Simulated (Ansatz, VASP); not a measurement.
## One calculation of As2O, two programs

```
O As
1.0
     3.04570   -0.01452   -0.01861
    -1.53542    2.57209    0.01697
    -0.03039    0.01445    4.58862
O As
1 2
Direct
  0.94408 0.75650 0.09446
  0.26535 0.43847 0.33234
  0.58964 0.07327 0.75573
```

Alike in both runs: task single point; functional PBE; k mesh 3 × 3 × 1; occupations fermi-dirac, width 0.15 eV; no spin polarisation.

|  | VASP | Ansatz |
| --- | --- | --- |
| version | VASP 6.6.1 | Ansatz 0.2.0 development build |
| potentials or method | VASP PAW PBE potentials, release 64 (O, As_d), cutoff 700 eV | plane waves, PAW datasets (generated soft set 1) |
| valence electrons in the cell | 36 | 36 |

VASP gave:

```
rms of the force components (eV/Å) : 0.452
```

Q: What did Ansatz give for the same quantities?

A: rms of the force components (eV/Å): 0.453.

Atom by atom the forces differ by 0.013 eV/Å (rms over components). Ansatz's warnings: stress scf threshold loose.

The k mesh is coarse, so the values compare programs but aren't converged.
